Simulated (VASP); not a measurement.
# CaYTa3Si3O16 (P1) in VASP: notebook

Runs on CaYTa3Si3O16. Level: PBE. Tasks: single point.

Everything below comes from runs of VASP 6.6.1. Logs are shortened: lines on timing, memory, paths and dates and some standing lists are left out, and cuts for length are marked.

## (1) The cell of the first run

The typed cell holds 24 atoms: a = 6.722 Å, b = 7.436 Å, c = 7.821 Å, α = 57.51°, β = 62.75°, γ = 60.14°.

## (2) Single point, PBE

File INCAR:

```
SYSTEM = CaYTa3Si3O16
ALGO = Normal ; EDIFF = 1E-6
ENCUT = 520 ; GGA = PE
ISIF = 2 ; ISMEAR = 0
ISYM = 0 ; LASPH = .TRUE.
LCHARG = .FALSE. ; LREAL = Auto
LWAVE = .FALSE. ; NBANDS = 99
NELM = 60 ; PREC = Accurate
SIGMA = 0.1
```

File KPOINTS:

```
Automatic mesh
0
Gamma
  2 2 2
  0.5 0.5 0.5
```

File POSCAR:

```
CaYTa3Si3O16
1.0
   -4.7954525841      4.7073444245      0.1832031907
   -4.9513982862      0.0272574886      5.5481068598
    0.2832692576      5.1738168728      5.8586336060
O Si Ca Y Ta
16 3 1 1 3
Direct
    0.9377957362      0.7815382937      0.3081784434
    0.4415532753      0.7668783155      0.3418329269
    0.8017094220      0.4302560260      0.4584683773
    0.8512338418      0.9672110201      0.9315413153
    0.3472392892      0.4974351367      0.3185057699
    0.2836268330      0.9143142707      0.9792886898
    0.8873057023      0.2659794369      0.9745692112
    0.4344909812      0.3065392888      0.8437970099
    0.7270320049      0.6621858259     -0.0004410313
    0.1336133550      0.5331095629      0.1059724203
    0.5413490016      0.1127162513      0.2232431382
    0.4711452333      0.7919980571      0.6455253279
    0.1536731385      0.1418160283      0.1862648045
    0.1296709099      0.5921536711      0.6669674663
    0.6128354296      0.1298563868      0.5377762295
    0.1761636142      0.2096466142      0.5242897519
   -0.0155675871      0.9781465622      0.0595001067
    0.4665217340      0.0481823222      0.4795043362
    1.0655277995      0.4950639751      0.3582478200
    0.0073223439      0.9854640526      0.5506748203
    0.5067996018      0.5395706966     -0.0375760437
    0.5043177155      0.9678583199      0.0664303017
    0.0449181961      0.4351725778      0.9695496452
    0.4802419831      0.4519747829      0.5221981443
```

Potentials or basis: VASP PAW PBE potentials, release 64 (O, Si, Ca_sv, Y_sv, Ta_pv).

Launch:

```bash
> cat potpaw_PBE.64/O/POTCAR potpaw_PBE.64/Si/POTCAR potpaw_PBE.64/Ca_sv/POTCAR potpaw_PBE.64/Y_sv/POTCAR potpaw_PBE.64/Ta_pv/POTCAR > POTCAR
> mpirun -np 1 vasp_std > vasp.out
```

OUTCAR:

```text
SYSTEM = CaYTa3Si3O16
   EDIFF = 1E-6
   ENCUT = 520
   GGA = PE
   ISIF = 2
   ISMEAR = 0
   ISYM = 0
   LASPH = .TRUE.
   LREAL = Auto
   NELM = 60
   PREC = Accurate

 ion  position               nearest neighbor table
   1  0.938  0.782  0.308-  17 1.69  19 1.74
   2  0.442  0.767  0.342-  22 1.84  24 1.93
   3  0.802  0.430  0.458-  19 1.78  24 1.92
   4  0.851  0.967  0.932-  17 1.67  22 2.07
   5  0.347  0.497  0.319-  19 1.78  24 1.97  21 2.38
   6  0.284  0.914  0.979-  17 1.70  22 2.15  21 2.47
   7  0.887  0.266  0.975-  17 1.71  23 1.99  21 2.35
   8  0.434  0.307  0.844-  24 2.07  22 2.11  23 2.21  21 2.66
   9  0.727  0.662  1.000-  23 1.96  22 2.20  21 2.26
  10  0.134  0.533  0.106-  19 1.70  23 1.97  21 2.24
  11  0.541  0.113  0.223-  18 1.67  22 2.17  17 2.54  21 2.65
  12  0.471  0.792  0.646-  18 1.62  21 2.20
  13  0.154  0.142  0.186-  23 1.93  22 2.09  20 2.34
  14  0.130  0.592  0.667-  23 1.94  24 2.07  20 2.34
  15  0.613  0.130  0.538-  18 1.69  24 2.05  20 2.34
  16  0.176  0.210  0.524-  18 1.69  19 1.76  20 2.33
  17  0.984  0.978  0.060-   4 1.67   1 1.69   6 1.70   7 1.71  11 2.54  19 2.98  22 3.24  23 3.28
                            21 3.52  21 3.71
  18  0.467  0.048  0.480-  12 1.62  11 1.67  15 1.69  16 1.69  19 3.04  20 3.10  24 3.24  21 3.64
                            21 3.73
  19  0.066  0.495  0.358-  10 1.70   1 1.74  16 1.76   3 1.78   5 1.78  17 2.98  18 3.04  21 3.16
                            23 3.37
  20  0.007  0.985  0.551-  16 2.33  13 2.34  15 2.34  14 2.34  18 3.10
  21  0.507  0.540  0.962-  12 2.20  10 2.24   9 2.26   7 2.35   5 2.38   6 2.47  11 2.65   8 2.66
                            19 3.16  23 3.32  17 3.52  23 3.53  18 3.64  22 3.68  17 3.71  18 3.73
  22  0.504  0.968  0.066-   2 1.84   4 2.07  13 2.09   8 2.11   6 2.15  11 2.17   9 2.20  17 3.24
                            23 3.29  24 3.58  21 3.68  21 3.88
  23  0.045  0.435  0.970-  13 1.93  14 1.94   9 1.96  10 1.97   7 1.99   8 2.21  17 3.28  22 3.29
                            21 3.32  24 3.37  19 3.37  21 3.53
  24  0.480  0.452  0.522-   3 1.92   2 1.93   5 1.97  15 2.05   8 2.07  14 2.07  18 3.24  23 3.37
                            22 3.58  21 3.92

IMPORTANT INFORMATION: All symmetrisations will be switched off!
NOSYMM: (Re-)initialisation of all symmetry stuff for point group C_1.

----------------------------------------------------------------------------------------

                                     Primitive cell

  volume of cell :     276.1433

  direct lattice vectors                    reciprocal lattice vectors
    -4.795452584  4.707344424  0.183203191    -0.103370973  0.110739754 -0.092797301
    -4.951398286  0.027257489  5.548106860    -0.096438155 -0.101927875  0.094676363
     0.283269258  5.173816873  5.858633606     0.094559094  0.093062462  0.083931888

  length of vectors
     6.722277919  7.436301345  7.821266536     0.177651879  0.169272630  0.156992375

  position of ions in fractional coordinates (direct lattice)
     0.937795736  0.781538294  0.308178443
     0.441553275  0.766878316  0.341832927
     0.801709422  0.430256026  0.458468377
     0.851233842  0.967211020  0.931541315
     0.347239289  0.497435137  0.318505770
     0.283626833  0.914314271  0.979288690
[... 16 lines left out ...]
     0.044918196  0.435172578  0.969549645
     0.480241983  0.451974783  0.522198144

  ion indices of the primitive-cell ions
   primitive index   ion index
                 1           1
                 2           2
                 3           3
                 4           4
                 5           5
                 6           6
[... 16 lines left out ...]
                23          23
                24          24

----------------------------------------------------------------------------------------

 KPOINTS: Automatic mesh

Automatic generation of k-mesh.
 Grid dimensions read from file:
 generate k-points for:    2    2    2

 Generating k-lattice:

  Cartesian coordinates                     Fractional coordinates (reciprocal lattice)
    -0.051685486  0.055369877 -0.046398651     0.500000000  0.000000000  0.000000000
    -0.048219078 -0.050963937  0.047338182    -0.000000000  0.500000000 -0.000000000
     0.047279547  0.046531231  0.041965944     0.000000000  0.000000000  0.500000000

  Length of vectors
     0.088825940  0.084636315  0.078496188

  Shift w.r.t. Gamma in fractional coordinates (k-lattice)
     0.500000000  0.500000000  0.500000000

 Subroutine IBZKPT returns following result:
 ===========================================

 Found      4 irreducible k-points:

 Following reciprocal coordinates:
            Coordinates               Weight
  0.250000  0.250000  0.250000      2.000000
 -0.250000  0.250000  0.250000      2.000000
  0.250000 -0.250000  0.250000      2.000000
 -0.250000 -0.250000  0.250000      2.000000
   k-points           NKPTS =      4   k-points in BZ     NKDIM =      4   number of bands    NBANDS=     99
   number of dos      NEDOS =    301   number of ions     NIONS =     24
   total plane-waves  NPLWV = 168000
   dimension x,y,z NGX =    50 NGY =   56 NGZ =   60
   dimension x,y,z NGXF=   100 NGYF=  112 NGZF=  120
   ions per type =              16   3   1   1   3
   NGX,Y,Z   is equivalent  to a cutoff of  12.37, 12.52, 12.75 a.u.
   NGXF,Y,Z  is equivalent  to a cutoff of  24.73, 25.04, 25.51 a.u.
 SYSTEM =  CaYTa3Si3O16
   PREC   = accura    normal or accurate (medium, high low for compatibility)
   ISTART =      0    job   : 0-new  1-cont  2-samecut
   ICHARG =      2    charge: 1-file 2-atom 10-const
   ISPIN  =      1    spin polarized calculation?
   LNONCOLLINEAR =      F non collinear calculations
   LSORBIT =      F    spin-orbit coupling
   LASPH  =      T    aspherical Exc in radial PAW
   ENCUT  =  520.0 eV  38.22 Ry    6.18 a.u.  12.50 13.83 14.54*2*pi/ulx,y,z
   NELM   =     60;   NELMIN=  2; NELMDL= -5     # of ELM steps
   EDIFF  = 0.1E-05   stopping-criterion for ELM
   LREAL  =      T    real-space projection
   EDIFFG = 0.1E-04   stopping-criterion for IOM
   NSW    =      0    number of steps for IOM
   IBRION =     -1    ionic relax: 0-MD 1-quasi-New 2-CG
   NFREE  =      0    steps in history (QN), initial steepest desc. (CG)
   ISIF   =      2    stress and relaxation
   ISYM   =      0    0-nonsym 1-usesym 2-fastsym
   POTIM  = 0.5000    time-step for ionic-motion
   TEBEG  =    0.0;   TEEND  =   0.0 temperature during run
   PSTRESS=    0.0 pullay stress
   NELECT =     162.0000    total number of electrons
   NUPDOWN=      -1.0000    fix difference up-down
   EMIN   =  10.00;   EMAX   =-10.00  energy-range for DOS
   EFERMI =   0.00;   METHOD = LEGACY
   ISMEAR =     0;   SIGMA  =   0.10  broadening in eV -4-tet -1-fermi 0-gaus
   EFERMI_NEDOS =   21; number of points for ismear=-14 and -15
   IALGO  =     38    algorithm
   IMIX   =      4    mixing-type and parameters
     AMIX     =   0.40;   BMIX     =  1.00
     AMIX_MAG =   1.60;   BMIX_MAG =  1.00
  volume/ion in A,a.u.               =      11.51        77.65
  Fermi-wavevector in a.u.,A,eV,Ry     =   1.370466  2.589806 25.554161  1.878178
  Thomas-Fermi vector in A             =   2.496250
   LORBIT       =      0    0 simple, 1 ext, 2 COOP (PROOUT), +10 PAW based schemes
   GGA     = PE    functional components
   LHFCALC =     F    Hartree Fock is set to
   AEXX    =    0.0000 exact exchange contribution
   IVDW    =     0    specifies the selected vdW correction
   LEPSILON=     F    determine dielectric tensor
   LRPA    =     F    only Hartree local field effects (RPA)
 non-spin polarized calculation
 Gauss-broadening in eV      SIGMA  =   0.10
  energy-cutoff  :      520.00
  volume of cell :      276.14
 maximum number of plane-waves:      7450
 NGX is ok and might be reduce to    50
   NGX = 25   NGY = 27   NGZ = 29

 number of electron     162.0000002 magnetization

 Free energy of the ion-electron system (eV)
  ---------------------------------------------------
  ext. energy  EPLUGINS =         0.00000000
  ---------------------------------------------------
  free energy    TOTEN  =      -206.56994234 eV

  energy without entropy =     -206.56994234  energy(sigma->0) =     -206.56994234

 E-fermi :   3.8519     XC(G=0): -10.8398

 val. band max:        3.3568379843   @ k =   0.2500   0.2500   0.2500
 cond. band min:       6.5262018835   @ k =   0.2500   0.2500   0.2500
 fundamental gap:      3.1693638992
 Fermi energy:         3.8518782959

 k-point     1 :       0.2500    0.2500    0.2500
  band No.  band energies     occupation
      1     -37.1479      2.00000
      2     -35.0079      2.00000
      3     -31.7021      2.00000
      4     -31.5257      2.00000
      5     -31.4922      2.00000
      6     -31.4727      2.00000
[... 85 lines left out ...]
     92       9.0587      0.00000
     93       9.4339      0.00000

 k-point     2 :      -0.2500    0.2500    0.2500
  band No.  band energies     occupation
      1     -37.1479      2.00000
      2     -35.0080      2.00000
      3     -31.7013      2.00000
      4     -31.5184      2.00000
      5     -31.4858      2.00000
      6     -31.4701      2.00000
[... 85 lines left out ...]
     92       9.1020      0.00000
     93       9.4295      0.00000

 k-point     3 :       0.2500   -0.2500    0.2500
  band No.  band energies     occupation
      1     -37.1479      2.00000
      2     -35.0081      2.00000
      3     -31.6830      2.00000
      4     -31.5257      2.00000
      5     -31.4844      2.00000
      6     -31.4753      2.00000
[... 85 lines left out ...]
     92       9.0824      0.00000
     93       9.3430      0.00000

 k-point     4 :      -0.2500   -0.2500    0.2500
  band No.  band energies     occupation
      1     -37.1479      2.00000
      2     -35.0080      2.00000
      3     -31.6833      2.00000
      4     -31.5241      2.00000
      5     -31.4952      2.00000
      6     -31.4790      2.00000
[... 85 lines left out ...]
     92       9.0625      0.00000
     93       9.3753      0.00000
 [bands above 93 left out]

------------------------ aborting loop because EDIFF is reached ----------------------------------------

  FORCE on cell =-STRESS in cart. coord.  units (eV):
  Direction    XX          YY          ZZ          XY          YZ          ZX
  --------------------------------------------------------------------------------------
  -------------------------------------------------------------------------------------
  Total        1.0099701      1.0446008      0.6714113      0.2147759     -0.0234156     -0.0132304
  in kB        5.8598249      6.0607517      3.8955139      1.2461254     -0.1358569     -0.0767624
  external PRESSURE =       5.2720301 kB  Pullay stress =       0.0000000 kB

 VOLUME and BASIS-vectors are now :
 -----------------------------------------------------------------------------
  energy-cutoff  :      520.00
  volume of cell :      276.14
      direct lattice vectors                 reciprocal lattice vectors
    -4.795452584  4.707344424  0.183203191    -0.103370973  0.110739754 -0.092797301
    -4.951398286  0.027257489  5.548106860    -0.096438155 -0.101927875  0.094676363
     0.283269258  5.173816873  5.858633606     0.094559094  0.093062462  0.083931888

 POSITION                                       TOTAL-FORCE (eV/Angst)
 -----------------------------------------------------------------------------------
     -8.27956      6.03029      6.31337         0.011544      0.008998      0.025014
     -5.81774      3.86803      6.33829         0.063084      0.058110      0.062520
     -5.84506      6.15768      5.21998        -0.073693      0.054804     -0.019087
     -8.60722      8.85304     10.97970        -0.002060     -0.011238     -0.033789
     -4.03795      3.29602      4.68945        -0.004395     -0.048596     -0.047358
     -5.60985      6.42671     10.86197        -0.010285      0.017330     -0.033359
[... 16 lines left out ...]
     -2.09547      5.23958      8.10285        -0.034776     -0.005012      0.025131
     -4.39296      4.97474      5.65495         0.054630      0.042205      0.027350
 -----------------------------------------------------------------------------------
    total drift:                                0.003613      0.004086     -0.014002

  FREE ENERGIE OF THE ION-ELECTRON SYSTEM (eV)
  ---------------------------------------------------
  free  energy   TOTEN  =      -206.5699423433 eV

  energy  without entropy=     -206.5699423433  energy(sigma->0) =     -206.56994234
```

Run time: 3.3 min. Hardware: 1 thread of Intel Xeon 6975P-C (Granite Rapids), shared host; peak memory 0.48 GiB.

What came out:

```
Free energy            : -206.5699 eV
Pressure               : 0.5 GPa
Largest force          : 0.149 eV/Å
Band gap on the k mesh : 3.17 eV
```

Forces on the atoms (eV/Å):
```
O    0.012  0.009  0.025
O    0.063  0.058  0.063
O   -0.074  0.055 -0.019
O   -0.002 -0.011 -0.034
O   -0.004 -0.049 -0.047
O   -0.010  0.017 -0.033
O    0.044 -0.032 -0.020
O   -0.009  0.011  0.029
O    0.029 -0.053  0.036
O   -0.041  0.023  0.024
O   -0.028 -0.017 -0.016
O    0.061  0.053 -0.019
O    0.066  0.075 -0.003
O   -0.042 -0.073 -0.042
O    0.010  0.005 -0.020
O   -0.013 -0.006  0.022
Si  -0.005 -0.020  0.019
Si  -0.022  0.007  0.014
Si   0.040 -0.004  0.024
Ca   0.017  0.011  0.009
Y   -0.005 -0.010 -0.004
Ta  -0.107 -0.084 -0.060
Ta  -0.035 -0.005  0.025
Ta   0.055  0.042  0.027
```

Caveat: the k points lie up to 0.56 Å⁻¹ apart; spin-orbit coupling is left out, which moves the levels of the heavy elements; a shifted mesh leaves out Γ, where band edges can lie. A k mesh can miss the band edges.

## (3) Single point, PBE

This run uses another cell than the first one, of 11.59 Å³/atom.

INCAR: that of step 2 with these lines changed.

```diff
@@ -7,3 +7,3 @@
 LWAVE = .FALSE. ; NBANDS = 99
-NELM = 60 ; PREC = Accurate
+NELM = 100 ; PREC = Accurate
 SIGMA = 0.1
```

KPOINTS is that of step 2.

File POSCAR:

```
CaYTa3Si3O16
1.0
   -4.9324240568      4.4031896442     -0.0391277881
   -5.2279562217     -0.3346599530      5.1201114313
    0.6749829528      5.0390448089      5.4604344311
O Si Ca Y Ta
16 3 1 1 3
Direct
    0.9229462464      0.9706685306      0.3143351137
    0.3359471670      0.7426534687      0.4157923284
    0.8329018703      0.2789843943      0.4403133316
    0.9444640777      0.8604999741      0.6756204397
    0.4112012419      0.3657619935      0.3755312227
    0.1676736020      0.9367256627      0.9463748256
    0.8432630668      0.3678252667      1.0073831116
    0.3293148116      0.5358519393      0.8327099438
    0.6416645040      0.7723592578      0.0115460287
    0.0485551550      0.5607001419      0.1776409776
    0.6776422484      0.0982010564      0.0633829498
    0.7116211901      0.5741537335      0.5794965114
    0.2467941927      0.1108904373      0.1615056437
    0.1113129052      0.4677011127      0.6646776443
    0.5037225610      0.1601108082      0.7670777518
    0.2073902835      0.0868651858      0.5236973859
   -0.0688746320      0.0930037169      1.0676674684
    0.5058364452      1.0376999734      1.0074419782
    0.0957433684     -0.0105157183      0.4246531877
    0.5850055423     -0.0412785749      0.5492799480
    0.4158548948      0.5901254745      1.0640856484
    0.9929264844      0.5960639877     -0.1111193587
    1.0412038182      0.4055472290      0.4577047381
    0.4920455794      0.4490475880      0.5666330665
```

Potentials or basis: VASP PAW PBE potentials, release 64 (O, Si, Ca_sv, Y_sv, Ta_pv).

Launch:

```bash
> cat potpaw_PBE.64/O/POTCAR potpaw_PBE.64/Si/POTCAR potpaw_PBE.64/Ca_sv/POTCAR potpaw_PBE.64/Y_sv/POTCAR potpaw_PBE.64/Ta_pv/POTCAR > POTCAR
> mpirun -np 1 vasp_std > vasp.out
```

Wall time 2.7 min (1 thread of Intel Xeon 6975P-C (Granite Rapids), shared host); peak memory 0.44 GiB.

Results (log left out):

```yaml
Free_energy: -207.3890 eV
Pressure: 0.6 GPa
Largest_force: 0.149 eV/Å
Band_gap_on_the_k_mesh: 3.40 eV (least direct gap 3.42 eV)
```

Forces in eV/Å, atoms in the order of the input:
```
O   -0.023  0.006 -0.021
O   -0.047 -0.084  0.033
O    0.011 -0.001 -0.059
O   -0.093 -0.077  0.015
O   -0.029 -0.029 -0.031
O   -0.023  0.034 -0.075
O    0.037 -0.008 -0.007
O   -0.054  0.081  0.013
O    0.028 -0.008  0.011
O   -0.064 -0.082 -0.036
O   -0.006  0.017 -0.005
O    0.014 -0.030  0.095
O    0.037 -0.019  0.025
O   -0.009  0.006 -0.019
O    0.028  0.019 -0.004
O    0.042  0.061 -0.062
Si   0.016 -0.051  0.082
Si  -0.010  0.011 -0.016
Si   0.024 -0.013  0.010
Ca   0.045  0.010 -0.004
Y   -0.008  0.027 -0.009
Ta   0.119  0.057  0.069
Ta  -0.060  0.044  0.041
Ta   0.024  0.030 -0.046
```

Stress tensor (GPa, compression positive):
```
 0.54  0.10  0.03
 0.10  0.56 -0.11
 0.03 -0.11  0.61
```

Levels at points of the mesh, in eV from the valence-band top:
| k point | band 78 | band 79 | band 80 | band 81 | band 82 | band 83 | band 84 | band 85 |
| --- | --- | --- | --- | --- | --- | --- | --- | --- |
| (0.25, 0.25, 0.25) | -0.53 | -0.45 | -0.20 | -0.01 | 3.41 | 3.66 | 3.99 | 4.08 |

Caveat: the k points lie up to 0.56 Å⁻¹ apart; spin-orbit coupling is left out, which moves the levels of the heavy elements; a shifted mesh leaves out Γ, where band edges can lie.
